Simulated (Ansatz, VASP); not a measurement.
# NbSi2 in VASP and in Ansatz

```
Nb Si
1.0
     4.79555    0.00000    0.00000
    -2.39778    4.15307    0.00000
     0.00000    0.00000    6.57959
Nb Si
3 6
Direct
  0.50000 0.00000 0.50000
  0.50000 0.50000 0.83333
  0.00000 0.50000 0.16667
  0.15838 0.31676 0.50000
  0.84162 0.15838 0.83333
  0.68324 0.84162 0.16667
  0.84162 0.68324 0.50000
  0.15838 0.84162 0.83333
  0.31676 0.15838 0.16667
```

Alike in both runs: functional r2SCAN; k mesh 9 × 9 × 6; occupations gaussian, width 0.1 eV; no spin polarisation.

Ansatz relaxed the structure, and its values are those at the end. VASP's run is a single point on that final structure, the one shown.

```csv
,VASP,Ansatz
version,VASP 6.6.1,Ansatz 0.2.0
potentials or method,"VASP PAW PBE potentials, release 64 (Nb_sv, Si), cutoff 520 eV","scalar-relativistic, plane waves, PAW"
valence electrons in the cell,63,63
```

Ansatz gave:

* gap on the k mesh at the Fermi level (eV): none
* pressure (GPa): 0.0

What did VASP give for the same quantities?

gap on the k mesh at the Fermi level (eV): none; pressure (GPa): -0.2.

VASP's potentials were made for PBE, not for r2SCAN. A gap of «none» marks a metal or a gap that the smearing closes. With one functional, cell and mesh, what is left measures potentials, basis and numerics.
